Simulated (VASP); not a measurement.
Set up this calculation in VASP 6.6.1, as the native input.

```
Task                   : single point
Functional             : PBE
Dispersion             : D3(BJ)
Potentials or basis    : VASP PAW PBE potentials, release 64 (Sn_d, O)
Cutoff                 : 520 eV
k mesh                 : 9 × 9 × 2
Occupations            : gaussian, width 0.05 eV
Spin                   : no spin polarisation
Dipole correction      : no
Further INCAR settings : ALGO = Normal; EDIFF = 1e-06; NBANDS = 49
```

The structure of SnO2 lies in POSCAR:

```
SnO2
1.0
   -3.2372529198      0.0000000000      0.0000000000
   -1.6186264599     -2.8035432670      0.0000000000
   -3.8847035037     -2.2428346137     12.8754773976
Sn O
3 6
Direct
    0.2666800000      0.2666800000      0.4999833333
    0.8666800000     -0.1333200000      0.1666500000
   -0.3333200000     -0.3333200000      0.8333166667
    0.4717999852      0.4717999852      0.2435833518
    0.2717999852     -0.7282000148      0.9102500185
   -0.1282000148     -0.1282000148      0.5769166852
    0.0615600148      0.0615600148      0.7563833148
    0.6615600148     -0.3384399852      0.4230499815
    0.2615600148      0.2615600148      0.0897166482
```

The input as run:

INCAR

```
SYSTEM = SnO2
PREC = Accurate
ENCUT = 520
EDIFF = 1E-6
ISMEAR = 0
SIGMA = 0.05
LREAL = .FALSE.
LASPH = .TRUE.
NELM = 60
ALGO = Normal
ISIF = 2
LWAVE = .FALSE.
LCHARG = .FALSE.
GGA = PE
IVDW = 12
NBANDS = 49
```

KPOINTS

```
Automatic mesh
0
G
  9 9 2
  0 0 0
```

Potentials or basis: VASP PAW PBE potentials, release 64 (Sn_d, O).

The run is started by

```console
$ cat potpaw_PBE.64/Sn_d/POTCAR potpaw_PBE.64/O/POTCAR > POTCAR
$ mpirun -np 1 vasp_std > vasp.out
```

Results of the run:

```json
{
  "Pressure": "1.6 GPa",
  "Largest force": "0.638 eV/Å",
  "Band gap on the k mesh": "1.27 eV, indirect (least direct gap 1.39 eV)",
  "Dispersion energy per atom": "-0.201 eV"
}
```

Caveat: spin-orbit coupling is left out, which moves the levels of the heavy elements.

It took 2.8 min on 1 thread of AMD EPYC 9R45 96-Core Processor (Zen 5), with other jobs on the host, peak memory 0.34 GiB.
